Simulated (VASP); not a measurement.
# Ta4C3 (P4mm) in VASP: a series of runs

The runs below take Ta4C3 through single point, with r2SCAN.

All numbers are computed with VASP 6.6.1; they aren't measurements. Logs are shortened: lines on timing, memory, paths and dates and some standing lists are left out, and cuts for length are marked.

## (1) The cell of the first run

Symmetry: P4mm, No. 99, tetragonal system. The conventional cell has a = 4.425 Å, b = 4.425 Å, c = 4.425 Å, α = 90.00°, β = 90.00°, γ = 90.00°. Ta (site symmetry 2mm) has 4 C at 1.95 to 2.47 Å within 2.6 Å. Ta (site symmetry 4mm) has 4 C at 2.23 Å within 2.9 Å. Within 2.6 Å of Ta (site symmetry 4mm) lie 6 C at 1.95 to 2.47 Å. C (site symmetry 2mm) has 6 Ta at 1.95 to 2.47 Å within 2.6 Å. Within 2.6 Å of C (site symmetry 4mm) lie 6 Ta at 1.95 to 2.47 Å.

## (2) Single point, r2SCAN

File POSCAR:

```
Ta4C3
1.0
    4.4247933841      0.0000000000      0.0000000000
    0.0000000000      4.4247933841      0.0000000000
    0.0000000000      0.0000000000      4.4247933841
Ta C
4 3
Direct
    0.0000000000      0.5000000000      0.5000000000
    0.5000000000      0.0000000000      0.5000000000
    0.5000000000      0.5000000000      0.0000000000
    0.0000000000      0.0000000000      0.0000000000
    0.5000000000      0.0000000000     -0.0593248039
    0.0000000000      0.5000000000     -0.0593248039
    0.0000000000      0.0000000000      0.4406751961
```

File INCAR.step1:

```
ALGO     = Normal         # electronic algorithm
EDIFF    = 1E-4           # SCF threshold, eV
ENCUT    = 520            # plane-wave cutoff, eV
GGA      = PE             # functional
ISMEAR   = 0              # smearing method
LASPH    = True           # aspherical terms in the spheres
LCHARG   = False          # write CHGCAR
LREAL    = False          # projectors in reciprocal space
LWAVE    = True           # write WAVECAR
NBANDS   = 37             # bands
NELM     = 60             # most SCF steps
PREC     = Accurate       # precision mode
SIGMA    = 0.15           # smearing width, eV
```

File INCAR.step2:

```
ALGO     = Normal         # electronic algorithm
EDIFF    = 1E-7           # SCF threshold, eV
ENCUT    = 520            # plane-wave cutoff, eV
ISIF     = 2              # what is computed and relaxed
ISMEAR   = 0              # smearing method
ISTART   = 1            
LASPH    = True           # aspherical terms in the spheres
LCHARG   = False          # write CHGCAR
LMIXTAU  = True         
LREAL    = False          # projectors in reciprocal space
LWAVE    = False          # write WAVECAR
METAGGA  = R2SCAN         # meta-GGA
NBANDS   = 37             # bands
NELM     = 60             # most SCF steps
PREC     = Accurate       # precision mode
SIGMA    = 0.15           # smearing width, eV
```

File KPOINTS:

```
k-points
0
Gamma
  10 10 10
```

Potentials or basis: VASP PAW PBE potentials, release 64 (Ta_pv, C).

Launch:

```
$ cat potpaw_PBE.64/Ta_pv/POTCAR potpaw_PBE.64/C/POTCAR > POTCAR
$ cp INCAR.step1 INCAR
$ mpirun -np 1 vasp_std > vasp.out
$ cp INCAR.step2 INCAR
$ mpirun -np 1 vasp_std > vasp.out
```

OUTCAR:

```text
EDIFF = 1E-7
   ENCUT = 520
   ISIF = 2
   ISMEAR = 0
   ISTART = 1
   LASPH = True
   LREAL = False
   METAGGA = R2SCAN
   NELM = 60
   PREC = Accurate

 ion  position               nearest neighbor table
   1  0.000  0.500  0.500-   6 1.95   7 2.23   7 2.23   6 2.47   3 3.13   3 3.13   4 3.13   4 3.13
                             2 3.13   4 3.13   2 3.13   4 3.13   2 3.13   3 3.13   3 3.13   2 3.13
   2  0.500  0.000  0.500-   5 1.95   7 2.23   7 2.23   5 2.47   3 3.13   3 3.13   4 3.13   4 3.13
                             1 3.13   3 3.13   3 3.13   1 3.13   4 3.13   1 3.13   4 3.13   1 3.13
   3  0.500  0.500  0.000-   5 2.23   6 2.23   5 2.23   6 2.23   2 3.13   1 3.13   2 3.13   2 3.13
                             4 3.13   4 3.13   2 3.13   1 3.13   4 3.13   1 3.13   1 3.13   4 3.13
   4  0.000  0.000  0.000-   7 1.95   6 2.23   5 2.23   6 2.23   5 2.23   7 2.47   1 3.13   2 3.13
                             1 3.13   1 3.13   3 3.13   2 3.13   1 3.13   2 3.13   3 3.13   3 3.13
   5  0.500  0.000  0.941-   2 1.95   3 2.23   4 2.23   3 2.23   4 2.23   2 2.47
   6  0.000  0.500  0.941-   1 1.95   3 2.23   4 2.23   4 2.23   3 2.23   1 2.47
   7  0.000  0.000  0.441-   4 1.95   2 2.23   1 2.23   1 2.23   2 2.23   4 2.47

  LATTYP: Found a simple cubic cell.
 ALAT       =     4.4247933841

  Lattice vectors:

 A1 = (   4.4247933841,   0.0000000000,   0.0000000000)
 A2 = (   0.0000000000,   4.4247933841,   0.0000000000)
 A3 = (   0.0000000000,   0.0000000000,   4.4247933841)

Analysis of symmetry for initial positions (statically):
=====================================================================
 Subroutine PRICEL returns:
 Original cell was already a primitive cell.

 Routine SETGRP: Setting up the symmetry group for a
 simple cubic supercell.

 Subroutine GETGRP returns: Found  8 space group operations
 (whereof  8 operations were pure point group operations)
 out of a pool of 48 trial point group operations.

The static configuration has the point symmetry C_4v.

Analysis of symmetry for dynamics (positions and initial velocities):
=====================================================================
 Subroutine PRICEL returns:
 Original cell was already a primitive cell.

 Routine SETGRP: Setting up the symmetry group for a
 simple cubic supercell.

 Subroutine GETGRP returns: Found  8 space group operations
 (whereof  8 operations were pure point group operations)
 out of a pool of 48 trial point group operations.

The dynamic configuration has the point symmetry C_4v.

 Subroutine INISYM returns: Found  8 space group operations
 (whereof  8 operations are pure point group operations),
 and found     1 'primitive' translations
[... 107 lines left out ...]
   EDIFFG = 0.1E-05   stopping-criterion for IOM
   NSW    =      0    number of steps for IOM
   IBRION =     -1    ionic relax: 0-MD 1-quasi-New 2-CG
   NFREE  =      0    steps in history (QN), initial steepest desc. (CG)
   ISIF   =      2    stress and relaxation
   ISYM   =      2    0-nonsym 1-usesym 2-fastsym
   POTIM  = 0.5000    time-step for ionic-motion
   TEBEG  =    0.0;   TEEND  =   0.0 temperature during run
   PSTRESS=    0.0 pullay stress
   NELECT =      56.0000    total number of electrons
   NUPDOWN=      -1.0000    fix difference up-down
   EMIN   =  10.00;   EMAX   =-10.00  energy-range for DOS
   EFERMI =   0.00;   METHOD = LEGACY
   ISMEAR =     0;   SIGMA  =   0.15  broadening in eV -4-tet -1-fermi 0-gaus
   EFERMI_NEDOS =   21; number of points for ismear=-14 and -15
   IALGO  =     38    algorithm
   IMIX   =      4    mixing-type and parameters
     AMIX     =   0.40;   BMIX     =  1.00
     AMIX_MAG =   1.60;   BMIX_MAG =  1.00
  volume/ion in A,a.u.               =      12.38        83.52
  Fermi-wavevector in a.u.,A,eV,Ry     =   1.415504  2.674915 27.261344  2.003652
  Thomas-Fermi vector in A             =   2.536936
   LORBIT       =      0    0 simple, 1 ext, 2 COOP (PROOUT), +10 PAW based schemes
   METAGGA = R2SCAN    functional components
   LHFCALC =     F    Hartree Fock is set to
   AEXX    =    0.0000 exact exchange contribution
   IVDW    =     0    specifies the selected vdW correction
   LEPSILON=     F    determine dielectric tensor
   LRPA    =     F    only Hartree local field effects (RPA)
 non-spin polarized calculation
 Gauss-broadening in eV      SIGMA  =   0.15
  energy-cutoff  :      520.00
  volume of cell :       86.63
 maximum number of plane-waves:      2360
 NGX is ok and might be reduce to    36
   NGX = 17   NGY = 17   NGZ = 17

 number of electron      56.0000014 magnetization

 Free energy of the ion-electron system (eV)
  ---------------------------------------------------
  ext. energy  EPLUGINS =         0.00000000
  ---------------------------------------------------
  free energy    TOTEN  =      -226.38475320 eV

  energy without entropy =     -226.34429516  energy(sigma->0) =     -226.36452418

 E-fermi :   7.1731     XC(G=0): -13.9614

 val. band max:        7.1715173110   @ k =   0.5000   0.3000   0.0000
 cond. band min:       7.1794179228   @ k =   0.2000   0.1000   0.5000
 fundamental gap:      0.0079006118
 Fermi energy:         7.1730862789

 k-point     1 :       0.0000    0.0000    0.0000
  band No.  band energies     occupation
      1     -29.4502      2.00000
      2     -29.3371      2.00000
      3     -29.3371      2.00000
      4     -28.7929      2.00000
      5     -28.7462      2.00000
      6     -28.7462      2.00000
[... 949 lines left out ...]
     36      11.2627      0.00000
     37      11.7215      0.00000

 [... further k-points ...]
[... 5 lines left out ...]
  --------------------------------------------------------------------------------------
  -------------------------------------------------------------------------------------
  Total        0.2620506      0.2620506     15.0400352      0.0000000      0.0000000     -0.0000000
  in kB        4.8463720      4.8463720    278.1508854      0.0000000      0.0000000     -0.0000000
  external PRESSURE =      95.9478765 kB  Pullay stress =       0.0000000 kB

 VOLUME and BASIS-vectors are now :
 -----------------------------------------------------------------------------
  energy-cutoff  :      520.00
  volume of cell :       86.63
      direct lattice vectors                 reciprocal lattice vectors
     4.424793384  0.000000000  0.000000000     0.225999253  0.000000000  0.000000000
     0.000000000  4.424793384  0.000000000     0.000000000  0.225999253  0.000000000
     0.000000000  0.000000000  4.424793384     0.000000000  0.000000000  0.225999253

 POSITION                                       TOTAL-FORCE (eV/Angst)
 -----------------------------------------------------------------------------------
      0.00000      2.21240      2.21240         0.000000     -0.000000     -3.977564
      2.21240      0.00000      2.21240         0.000000     -0.000000     -3.977564
      2.21240      2.21240      0.00000        -0.000000      0.000000     -0.695166
      0.00000      0.00000      0.00000         0.000000     -0.000000     -3.007175
      2.21240      0.00000      4.16229         0.000000     -0.000000      3.739041
      0.00000      2.21240      4.16229         0.000000     -0.000000      3.739041
      0.00000      0.00000      1.94990         0.000000     -0.000000      4.179387
 -----------------------------------------------------------------------------------
    total drift:                                0.000000      0.000000      0.000120

  FREE ENERGIE OF THE ION-ELECTRON SYSTEM (eV)
  ---------------------------------------------------
  free  energy   TOTEN  =      -226.3847531967 eV

  energy  without entropy=     -226.3442951589  energy(sigma->0) =     -226.36452418
```

OUTCAR.step1:

```text
EDIFF = 1E-4
   ENCUT = 520
   GGA = PE
   ISMEAR = 0
[... 1205 lines left out ...]
      0.00000      0.00000      0.00000        -0.000000      0.000000     -3.229509
      2.21240      0.00000      4.16229        -0.000000      0.000000      3.845129
      0.00000      2.21240      4.16229        -0.000000      0.000000      3.845129
      0.00000      0.00000      1.94990        -0.000000      0.000000      4.278022
 -----------------------------------------------------------------------------------
    total drift:                                0.000000      0.000000      0.000666

  FREE ENERGIE OF THE ION-ELECTRON SYSTEM (eV)
  ---------------------------------------------------
  free  energy   TOTEN  =       -76.6527384070 eV

  energy  without entropy=      -76.6087747311  energy(sigma->0) =      -76.63075657
```

It took 9.8 min on 1 thread of Intel Xeon 6975P-C (Granite Rapids), shared host; peak memory 0.43 GiB.

Results:

```
Free energy            : -226.3848 eV
Pressure               : 9.6 GPa
Largest force          : 4.179 eV/Å
Band gap on the k mesh : zero (band 28 reaches 7.55 eV, above the bottom of band 29 at 6.65 eV)
```

Forces in eV/Å, atoms in the order of the input:
```
Ta   0.000  0.000 -3.978
Ta   0.000  0.000 -3.978
Ta   0.000  0.000 -0.695
Ta   0.000  0.000 -3.007
C    0.000  0.000  3.739
C    0.000  0.000  3.739
C    0.000  0.000  4.179
```

Levels at points of the mesh, in eV from the Fermi level:
```tsv
k point	band 24	band 25	band 26	band 27	band 28	band 29	band 30	band 31	band 32	band 33
(0.00, 0.00, 0.00)	-1.96	-1.96	-1.78	-0.52	-0.52	-0.40	1.17	1.17	1.58	2.97
(0.50, 0.00, 0.00)	-3.32	-2.31	-2.19	-0.73	0.01	0.54	0.81	1.48	1.74	1.95
(0.00, 0.00, 0.50)	-2.82	-2.37	-2.37	-2.19	0.38	0.38	0.74	2.18	3.02	3.15
(0.50, 0.50, 0.00)	-4.04	-2.16	-1.71	-0.41	-0.41	1.61	1.61	1.61	1.84	2.14
(0.00, 0.50, 0.50)	-4.73	-2.05	-1.78	-0.54	-0.28	1.68	1.75	1.92	2.24	3.70
(0.50, 0.50, 0.50)	-5.14	-1.20	-1.20	-1.03	-0.42	3.35	3.49	3.49	3.57	3.77
```

Caveat: the cell differs from its parent crystal (all C atoms moved +0.263 Å, as atom 5 towards its neighbour atom 2 (Ta) at 2.212 Å); the PAW data sets were made with another functional, which shifts forces and pressure a little; spin-orbit coupling is left out, which moves the levels of the heavy elements.

(Part 1 of 2 ends here.)
